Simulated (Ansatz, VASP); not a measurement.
**SiMo3 in VASP and in Ansatz**

Contents of POSCAR:

```
SiMo3
1.0
    4.8890000000      0.0000000000      0.0000000000
    0.0000000000      4.8890000000      0.0000000000
    0.0000000000      0.0000000000      4.8890000000
Mo Si
6 2
Direct
    0.0000000000      0.5000000000      0.2500000000
    0.0000000000      0.5000000000      0.7500000000
    0.5000000000      0.2500000000      0.0000000000
    0.7500000000      0.0000000000      0.5000000000
    0.5000000000      0.7500000000      0.0000000000
    0.2500000000      0.0000000000      0.5000000000
    0.5000000000      0.5000000000      0.5000000000
    0.0000000000      0.0000000000      0.0000000000
```

INCAR.step1

```
ALGO     = Normal         # electronic algorithm
EDIFF    = 1E-4           # SCF threshold, eV
ENCUT    = 600            # plane-wave cutoff, eV
GGA      = PE             # functional
ISMEAR   = -1             # smearing method
LASPH    = True           # aspherical terms in the spheres
LCHARG   = False          # write CHGCAR
LREAL    = False          # projectors in reciprocal space
LWAVE    = True           # write WAVECAR
NELM     = 60             # most SCF steps
PREC     = Accurate       # precision mode
SIGMA    = 0.05           # smearing width, eV
```

INCAR.step2

```
ALGO     = Normal         # electronic algorithm
EDIFF    = 1E-6           # SCF threshold, eV
EDIFFG   = -0.01          # ionic threshold
ENCUT    = 600            # plane-wave cutoff, eV
IBRION   = 2              # ionic algorithm
ISIF     = 3              # what is computed and relaxed
ISMEAR   = -1             # smearing method
ISTART   = 1            
LASPH    = True           # aspherical terms in the spheres
LCHARG   = False          # write CHGCAR
LMIXTAU  = True         
LREAL    = False          # projectors in reciprocal space
LWAVE    = False          # write WAVECAR
METAGGA  = R2SCAN         # meta-GGA
NELM     = 60             # most SCF steps
NSW      = 60             # ionic steps
PREC     = Accurate       # precision mode
SIGMA    = 0.05           # smearing width, eV
```

The input KPOINTS:

```
k-points
0
Gamma
  6 6 6
```

File input.yaml:

```yaml
crystal:
  lattice:
    - [4.889, 0.0, 0.0]
    - [0.0, 4.889, 0.0]
    - [0.0, 0.0, 4.889]
  atoms:
    - { symbol: Mo, position: [0.0, 0.5, 0.25] }
    - { symbol: Mo, position: [0.0, 0.5, 0.75] }
    - { symbol: Mo, position: [0.5, 0.25, 0.0] }
    - { symbol: Mo, position: [0.75, 0.0, 0.5] }
    - { symbol: Mo, position: [0.5, 0.75, 0.0] }
    - { symbol: Mo, position: [0.25, 0.0, 0.5] }
    - { symbol: Si, position: [0.5, 0.5, 0.5] }
    - { symbol: Si, position: [0.0, 0.0, 0.0] }
hamiltonian:
  xc: r2scan
  pseudopotentials: { kind: paw }
kpoints:
  mp_grid: { grid: [6, 6, 6] }
scf:
  occupations: { method: fermi_dirac, width: 0.05 }
output:
  forces: true
  stress: true
  eigenvalues: true
relax:
  f_tol: 0.01
  max_steps: 40
  cell: { stress_tol: 0.05 }
```

Alike in both runs: task relaxation of cell and atoms; functional r2SCAN; k mesh 6 × 6 × 6; occupations fermi-dirac, width 0.05 eV; no spin polarisation.

|  | VASP | Ansatz |
| --- | --- | --- |
| version | VASP 6.6.1 | Ansatz 0.2.0 |
| potentials or method | VASP PAW PBE potentials, release 64 (Mo_sv, Si) | Ansatz PAW |
| plane-wave cutoff (eV) | 600 | 500 |
| valence electrons in the cell | 92 | 92 |

VASP gave:

| Quantity | Value |
| --- | --- |
| gap on the k mesh at the Fermi level, each at its own relaxed structure (eV) | none |
| relaxed volume (Å³/atom) | 14.63 |
| relaxed cell length with the largest relative difference (Å) | 4.891 |

**Question.** Estimate Ansatz's values.

**Answer.** gap on the k mesh at the Fermi level, each at its own relaxed structure (eV): none; relaxed volume (Å³/atom): 14.57; relaxed cell length with the largest relative difference (Å): 4.885.

VASP's potentials were made for PBE, not for r2SCAN. A gap of «none» marks a metal or a gap that the smearing closes.

Noted on Ansatz's run: the plane-wave basis is chosen anew once the cell has moved, so the energies of steps on either side of that aren't comparable.
